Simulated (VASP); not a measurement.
# BC5 (P3m1) in VASP: further runs

Runs on BC5. Level: PBE. Tasks: single point.

All numbers are computed with VASP 6.6.1; they aren't measurements. Logs are shortened: lines on timing, memory, paths and dates and some standing lists are left out, and cuts for length are marked.

### Step 1. The cell of the first run

The structure is trigonal, space group P3m1 (No. 156). The conventional cell has a = 2.552 Å, b = 2.552 Å, c = 6.400 Å, α = 90.00°, β = 90.00°, γ = 120.00°. Within 2.1 Å of B (site symmetry 3m) lie 4 C at 1.61 to 1.63 Å. Within 2.1 Å of C (site symmetry 3m) lie 3 C at 1.56 Å and 1 B at 1.61 Å. Within 2.1 Å of C (site symmetry 3m) lie 4 C at 1.55 to 1.56 Å. C (site symmetry 3m) has 4 C at 1.50 to 1.57 Å within 2.0 Å. C (site symmetry 3m) has 4 C at 1.55 to 1.57 Å within 2.1 Å. C (site symmetry 3m) has 1 C at 1.50 Å and 3 B at 1.63 Å within 2.0 Å.

### Step 2. Single point, PBE

File INCAR:

```
ALGO = Normal
EDIFF = 1E-7
ENCUT = 520
GGA = PE
ISIF = 2
ISMEAR = -1
LASPH = True
LCHARG = True
LELF = True
LREAL = False
LVHAR = True
LWAVE = False
NBANDS = 20
NELM = 80
PREC = Accurate
SIGMA = 0.1
```

File KPOINTS:

```
k-points
0
Gamma
  10 10 4
```

File POSCAR:

```
BC5
1.0
    2.5515510000      0.0000000000      0.0000000000
   -1.2757755000      2.2097079851      0.0000000000
    0.0000000000      0.0000000000      6.3996570000
B C
1 5
Direct
    0.3333330000      0.6666670000      0.0075860000
    0.3333330000      0.6666670000      0.2595110000
    0.6666670000      0.3333330000      0.3390330000
    0.0000000000      0.0000000000      0.6645630000
    0.6666670000      0.3333330000      0.5813640000
    0.0000000000      0.0000000000      0.8989420000
```

Potentials or basis: VASP PAW PBE potentials, release 64 (B, C).

On the command line:

```sh
$ cat potpaw_PBE.64/B/POTCAR potpaw_PBE.64/C/POTCAR > POTCAR
$ mpirun -np 1 vasp_std > vasp.out
```

OUTCAR:

```text
EDIFF = 1E-7
   ENCUT = 520
   GGA = PE
   ISIF = 2
   ISMEAR = -1
   LASPH = True
   LREAL = False
   NELM = 80
   PREC = Accurate

 ion  position               nearest neighbor table
   1  0.333  0.667  0.008-   2 1.61   6 1.63   6 1.63   6 1.63
   2  0.333  0.667  0.260-   3 1.56   3 1.56   3 1.56   1 1.61
   3  0.667  0.333  0.339-   5 1.55   2 1.56   2 1.56   2 1.56
   4  0.000  0.000  0.665-   6 1.50   5 1.57   5 1.57   5 1.57
   5  0.667  0.333  0.581-   3 1.55   4 1.57   4 1.57   4 1.57
   6  0.000  0.000  0.899-   4 1.50   1 1.63   1 1.63   1 1.63

  LATTYP: Found a hexagonal cell.
 ALAT       =     2.5515510000
 C/A-ratio  =     2.5081438701

  Lattice vectors:

 A1 = (   2.5515510000,   0.0000000000,   0.0000000000)
 A2 = (  -1.2757755000,   2.2097079851,   0.0000000000)
 A3 = (   0.0000000000,   0.0000000000,   6.3996570000)

Analysis of symmetry for initial positions (statically):
=====================================================================
 Subroutine PRICEL returns:
 Original cell was already a primitive cell.

 Routine SETGRP: Setting up the symmetry group for a
 hexagonal supercell.

 Subroutine GETGRP returns: Found  6 space group operations
 (whereof  6 operations were pure point group operations)
 out of a pool of 24 trial point group operations.

The static configuration has the point symmetry C_3v.

Analysis of symmetry for dynamics (positions and initial velocities):
=====================================================================
 Subroutine PRICEL returns:
 Original cell was already a primitive cell.

 Routine SETGRP: Setting up the symmetry group for a
 hexagonal supercell.

 Subroutine GETGRP returns: Found  6 space group operations
 (whereof  6 operations were pure point group operations)
 out of a pool of 24 trial point group operations.

The dynamic configuration has the point symmetry C_3v.

 Subroutine INISYM returns: Found  6 space group operations
 (whereof  6 operations are pure point group operations),
 and found     1 'primitive' translations

----------------------------------------------------------------------------------------

                                     Primitive cell

  volume of cell :      36.0824

  direct lattice vectors                    reciprocal lattice vectors
     2.551551000  0.000000000  0.000000000     0.391918484  0.226274242  0.000000000
    -1.275775500  2.209707985  0.000000000     0.000000000  0.452548485  0.000000000
     0.000000000  0.000000000  6.399657000     0.000000000  0.000000000  0.156258374

  length of vectors
     2.551551000  2.551551000  6.399657000     0.452548485  0.452548485  0.156258374

  position of ions in fractional coordinates (direct lattice)
     0.333333000  0.666667000  0.007586000
     0.333333000  0.666667000  0.259511000
     0.666667000  0.333333000  0.339033000
     0.000000000  0.000000000  0.664563000
     0.666667000  0.333333000  0.581364000
     0.000000000  0.000000000  0.898942000

  ion indices of the primitive-cell ions
   primitive index   ion index
                 1           1
                 2           2
                 3           3
                 4           4
                 5           5
                 6           6

----------------------------------------------------------------------------------------

 KPOINTS: k-points

Automatic generation of k-mesh.
 Grid dimensions read from file:
 generate k-points for:   10   10    4

 Generating k-lattice:

  Cartesian coordinates                     Fractional coordinates (reciprocal lattice)
     0.039191848  0.022627424  0.000000000     0.100000000  0.000000000  0.000000000
     0.000000000  0.045254848  0.000000000     0.000000000  0.100000000  0.000000000
     0.000000000  0.000000000  0.039064594     0.000000000  0.000000000  0.250000000

  Length of vectors
     0.045254848  0.045254848  0.039064594

  Shift w.r.t. Gamma in fractional coordinates (k-lattice)
     0.000000000  0.000000000  0.000000000

 Subroutine IBZKPT returns following result:
 ===========================================

 Found     50 irreducible k-points:

 Following reciprocal coordinates:
            Coordinates               Weight
  0.000000  0.000000  0.000000      1.000000
  0.100000  0.000000  0.000000      6.000000
  0.200000  0.000000  0.000000      6.000000
  0.300000 -0.000000  0.000000      6.000000
  0.400000  0.000000  0.000000      6.000000
  0.500000  0.000000  0.000000      3.000000
[... 16 lines left out ...]
  0.000000  0.400000  0.250000      6.000000
  0.500000  0.000000  0.250000      6.000000
 [... further k-points ...]
   k-points           NKPTS =     50   k-points in BZ     NKDIM =     50   number of bands    NBANDS=     20
   number of dos      NEDOS =    301   number of ions     NIONS =      6
   total plane-waves  NPLWV =  19200
   dimension x,y,z NGX =    20 NGY =   20 NGZ =   48
   dimension x,y,z NGXF=    40 NGYF=   40 NGZF=   96
   ions per type =               1   5
   NGX,Y,Z   is equivalent  to a cutoff of  13.03, 13.03, 12.47 a.u.
   NGXF,Y,Z  is equivalent  to a cutoff of  26.06, 26.06, 24.94 a.u.
 SYSTEM =  unknown system
   PREC   = accura    normal or accurate (medium, high low for compatibility)
   ISTART =      0    job   : 0-new  1-cont  2-samecut
   ICHARG =      2    charge: 1-file 2-atom 10-const
   ISPIN  =      1    spin polarized calculation?
   LNONCOLLINEAR =      F non collinear calculations
   LSORBIT =      F    spin-orbit coupling
   LASPH  =      T    aspherical Exc in radial PAW
   ENCUT  =  520.0 eV  38.22 Ry    6.18 a.u.   4.74  4.74 11.90*2*pi/ulx,y,z
   NELM   =     80;   NELMIN=  2; NELMDL= -5     # of ELM steps
   EDIFF  = 0.1E-06   stopping-criterion for ELM
   LREAL  =      F    real-space projection
   EDIFFG = 0.1E-05   stopping-criterion for IOM
   NSW    =      0    number of steps for IOM
   IBRION =     -1    ionic relax: 0-MD 1-quasi-New 2-CG
   NFREE  =      0    steps in history (QN), initial steepest desc. (CG)
   ISIF   =      2    stress and relaxation
   ISYM   =      2    0-nonsym 1-usesym 2-fastsym
   POTIM  = 0.5000    time-step for ionic-motion
   TEBEG  =    0.0;   TEEND  =   0.0 temperature during run
   PSTRESS=    0.0 pullay stress
   NELECT =      23.0000    total number of electrons
   NUPDOWN=      -1.0000    fix difference up-down
   EMIN   =  10.00;   EMAX   =-10.00  energy-range for DOS
   EFERMI =   0.00;   METHOD = LEGACY
   ISMEAR =    -1;   SIGMA  =   0.10  broadening in eV -4-tet -1-fermi 0-gaus
   EFERMI_NEDOS =   21; number of points for ismear=-14 and -15
   IALGO  =     38    algorithm
   IMIX   =      4    mixing-type and parameters
     AMIX     =   0.40;   BMIX     =  1.00
     AMIX_MAG =   1.60;   BMIX_MAG =  1.00
  volume/ion in A,a.u.               =       6.01        40.58
  Fermi-wavevector in a.u.,A,eV,Ry     =   1.408917  2.662468 27.008217  1.985048
  Thomas-Fermi vector in A             =   2.531026
   LORBIT       =      0    0 simple, 1 ext, 2 COOP (PROOUT), +10 PAW based schemes
   GGA     = PE    functional components
   LHFCALC =     F    Hartree Fock is set to
   AEXX    =    0.0000 exact exchange contribution
   IVDW    =     0    specifies the selected vdW correction
   LEPSILON=     F    determine dielectric tensor
   LRPA    =     F    only Hartree local field effects (RPA)
 non-spin polarized calculation
  energy-cutoff  :      520.00
  volume of cell :       36.08
 maximum number of plane-waves:       988
 NGX is ok and might be reduce to    20
   NGX =  9   NGY =  9   NGZ = 23

 number of electron      23.0000000 magnetization

 Free energy of the ion-electron system (eV)
  ---------------------------------------------------
  ext. energy  EPLUGINS =         0.00000000
  ---------------------------------------------------
  free energy    TOTEN  =       -51.32076644 eV

  energy without entropy =      -51.29355070  energy(sigma->0) =      -51.30715857

 E-fermi :   7.8595     XC(G=0): -12.8940

 val. band max:        7.7559030705   @ k =   0.4000   0.0000   0.5000
 cond. band min:       7.8976171656   @ k =   0.2000   0.1000   0.2500
 fundamental gap:      0.1417140951
 Fermi energy:         7.8594920618

 k-point     1 :       0.0000    0.0000    0.0000
  band No.  band energies     occupation
      1     -11.9841      2.00000
      2      -9.3691      2.00000
      3      -7.4979      2.00000
      4      -0.4492      2.00000
      5       0.3877      2.00000
      6       6.1868      2.00000
[... 12 lines left out ...]
     19      18.4876      0.00000
     20      18.9023      0.00000

 k-point     2 :       0.1000    0.0000    0.0000
  band No.  band energies     occupation
      1     -11.7457      2.00000
      2      -9.1388      2.00000
      3      -7.2685      2.00000
      4      -0.2831      2.00000
      5       0.5593      2.00000
      6       5.0078      2.00000
[... 12 lines left out ...]
     19      18.5700      0.00000
     20      19.4334      0.00000

 k-point     3 :       0.2000    0.0000    0.0000
  band No.  band energies     occupation
      1     -11.0348      2.00000
      2      -8.4544      2.00000
      3      -6.5885      2.00000
      4       0.1315      2.00000
      5       1.0188      2.00000
      6       2.5555      2.00000
[... 12 lines left out ...]
     19      19.7084      0.00000
     20      20.5408      0.00000

 k-point     4 :       0.3000   -0.0000    0.0000
  band No.  band energies     occupation
      1      -9.8687      2.00000
      2      -7.3441      2.00000
      3      -5.4952      2.00000
      4      -0.6328      2.00000
      5       0.7232      2.00000
      6       1.6655      2.00000
[... 12 lines left out ...]
     19      19.3401      0.00000
     20      21.5169      0.00000

 k-point     5 :       0.4000    0.0000    0.0000
  band No.  band energies     occupation
      1      -8.3003      2.00000
      2      -5.9648      2.00000
      3      -4.2544      2.00000
      4      -2.7927      2.00000
      5      -1.1893      2.00000
      6       0.7997      2.00000
[... 12 lines left out ...]
     19      19.5962      0.00000
     20      20.8604      0.00000

 k-point     6 :       0.5000    0.0000    0.0000
  band No.  band energies     occupation
      1      -6.8652      2.00000
      2      -5.8856      2.00000
      3      -3.5845      2.00000
      4      -3.3105      2.00000
      5      -2.3231      2.00000
      6      -0.6126      2.00000
[... 12 lines left out ...]
     19      19.9914      0.00000
     20      20.3738      0.00000

 k-point     7 :       0.1000    0.1000    0.0000
  band No.  band energies     occupation
      1     -11.2710      2.00000
      2      -8.6814      2.00000
      3      -6.8136      2.00000
      4       0.0165      2.00000
      5       0.8789      2.00000
      6       3.5455      2.00000
[... 12 lines left out ...]
     19      19.2889      0.00000
     20      19.8467      0.00000
[... 277 lines left out ...]
 k-point    20 :       0.3000   -0.0000    0.2500
  band No.  band energies     occupation
      1      -9.7954      2.00000
      2      -7.7475      2.00000
      3      -4.7694      2.00000
      4      -1.1977      2.00000
      5      -0.0395      2.00000
      6       1.6567      2.00000
[... 12 lines left out ...]
     19      19.6608      0.00000
     20      19.7958      0.00000

 k-point    21 :       0.0000    0.3000    0.2500
  band No.  band energies     occupation
      1      -9.7959      2.00000
      2      -7.7382      2.00000
      3      -4.8297      2.00000
      4      -1.0085      2.00000
      5       0.1907      2.00000
      6       1.3141      2.00000
[... 12 lines left out ...]
     19      20.6905      0.00000
     20      22.1394      0.00000

 k-point    22 :       0.4000    0.0000    0.2500
  band No.  band energies     occupation
      1      -8.2300      2.00000
      2      -6.3216      2.00000
      3      -3.5615      2.00000
      4      -2.9485      2.00000
      5      -1.5301      2.00000
      6       1.0351      2.00000
[... 12 lines left out ...]
     19      19.7420      0.00000
     20      20.8133      0.00000

 k-point    23 :       0.0000    0.4000    0.2500
  band No.  band energies     occupation
      1      -8.2345      2.00000
      2      -6.2629      2.00000
      3      -4.0475      2.00000
      4      -2.4797      2.00000
      5      -1.1832      2.00000
      6       0.8484      2.00000
[... 12 lines left out ...]
     19      21.3981      0.00000
     20      21.5153      0.00000

 k-point    24 :       0.5000    0.0000    0.2500
  band No.  band energies     occupation
      1      -6.8223      2.00000
      2      -5.8478      2.00000
      3      -3.9998      2.00000
      4      -3.5337      2.00000
      5      -1.6435      2.00000
      6      -0.0749      2.00000
[... 12 lines left out ...]
     19      19.9979      0.00000
     20      21.3446      0.00000

 [... further k-points ...]
[... 5 lines left out ...]
  --------------------------------------------------------------------------------------
  -------------------------------------------------------------------------------------
  Total       -0.0062955     -0.0062955      0.0374304      0.0000000      0.0000000     -0.0000000
  in kB       -0.2795420     -0.2795420      1.6620335      0.0000000      0.0000000     -0.0000000
  external PRESSURE =       0.3676498 kB  Pullay stress =       0.0000000 kB

 VOLUME and BASIS-vectors are now :
 -----------------------------------------------------------------------------
  energy-cutoff  :      520.00
  volume of cell :       36.08
      direct lattice vectors                 reciprocal lattice vectors
     2.551551000  0.000000000  0.000000000     0.391918484  0.226274242  0.000000000
    -1.275775500  2.209707985  0.000000000     0.000000000  0.452548485  0.000000000
     0.000000000  0.000000000  6.399657000     0.000000000  0.000000000  0.156258374

 POSITION                                       TOTAL-FORCE (eV/Angst)
 -----------------------------------------------------------------------------------
     -0.00000      1.47314      0.04855         0.000000     -0.000000     -0.031350
     -0.00000      1.47314      1.66078        -0.000000     -0.000000     -0.008042
      1.27578      0.73657      2.16969         0.000000     -0.000000      0.033346
      0.00000      0.00000      4.25298         0.000000     -0.000000      0.004697
      1.27578      0.73657      3.72053        -0.000000      0.000000     -0.006310
      0.00000      0.00000      5.75292        -0.000000     -0.000000      0.007659
 -----------------------------------------------------------------------------------
    total drift:                               -0.000244      0.000141      0.000094

  FREE ENERGIE OF THE ION-ELECTRON SYSTEM (eV)
  ---------------------------------------------------
  free  energy   TOTEN  =       -51.3207664379 eV

  energy  without entropy=      -51.2935506988  energy(sigma->0) =      -51.30715857
```

Run time: 32 s. Hardware: 1 thread of AMD EPYC 7R13 (Zen 3), shared host; peak memory 0.13 GiB.

Results:

```
Free energy            : -51.3208 eV
Pressure               : 0.0 GPa
Largest force          : 0.033 eV/Å
Band gap on the k mesh : zero (an odd number of electrons rules out a gap without spin polarisation)
```

Forces in eV/Å, atoms in the order of the input:
```
B    0.000  0.000 -0.031
C    0.000  0.000 -0.008
C    0.000  0.000  0.033
C    0.000  0.000  0.005
C    0.000  0.000 -0.006
C    0.000  0.000  0.008
```

Stress tensor (GPa, compression positive):
```
-0.03  0.00  0.00
 0.00 -0.03  0.00
 0.00  0.00  0.17
```

Levels at points of the mesh, in eV from the Fermi level:
| k point | band 10 | band 11 | band 12 | band 13 | band 14 | band 15 |
| --- | --- | --- | --- | --- | --- | --- |
| (0.00, 0.00, 0.00) | 0.79 | 2.51 | 2.51 | 6.76 | 6.76 | 6.95 |
| (0.50, 0.00, 0.00) | -3.07 | -2.88 | -0.73 | 5.43 | 5.94 | 7.86 |
| (0.00, 0.00, 0.50) | -0.20 | 2.15 | 2.15 | 7.62 | 7.62 | 8.17 |
| (0.50, 0.00, 0.50) | -3.48 | -1.50 | -0.31 | 5.89 | 7.09 | 8.47 |

### Step 3. Single point, PBE

File INCAR:

```
SYSTEM = BC5
  PREC = Accurate
  ENCUT = 520
  EDIFF = 1E-6
  ISMEAR = -1
  SIGMA = 0.1
  LREAL = .FALSE.
  LASPH = .TRUE.
  NELM = 100
  ALGO = Normal
  ISIF = 2
  LWAVE = .FALSE.
  LCHARG = .FALSE.
  GGA = PE
  NBANDS = 20
```

File KPOINTS:

```
regular mesh
0
G
  12 12 5
  0 0 0
```

POSCAR is that of step 2.

Potentials or basis: VASP PAW PBE potentials, release 64 (B, C).

On the command line:

```sh
$ cat potpaw_PBE.64/B/POTCAR potpaw_PBE.64/C/POTCAR > POTCAR
$ mpirun -np 1 vasp_std > vasp.out
```

Wall time 53 s (1 thread of AMD EPYC 7R13 (Zen 3), shared host); peak memory 0.14 GiB.

It converged, with:

| Property | Result |
| --- | --- |
| Free energy | -51.3240 eV |
| Pressure | 0.0 GPa |
| Largest force | 0.100 eV/Å |
| Band gap on the k mesh | zero (an odd number of electrons rules out a gap without spin polarisation) |

Forces in eV/Å, atoms in the order of the input:
```
B    0.000  0.000 -0.100
C    0.000  0.000  0.046
C    0.000  0.000 -0.020
C    0.000  0.000 -0.042
C    0.000  0.000  0.029
C    0.000  0.000  0.086
```

Stress tensor (GPa, compression positive):
```
 0.22  0.00  0.00
 0.00  0.22  0.00
 0.00  0.00 -0.37
```

Levels at points of the mesh, in eV from the Fermi level:
```
           k point  band 10  band 11  band 12  band 13  band 14  band 15
(0.00, 0.00, 0.00)     0.82     2.55     2.55     6.79     6.79     6.99
(0.50, 0.00, 0.00)    -3.04    -2.85    -0.68     5.47     5.97     7.89
```
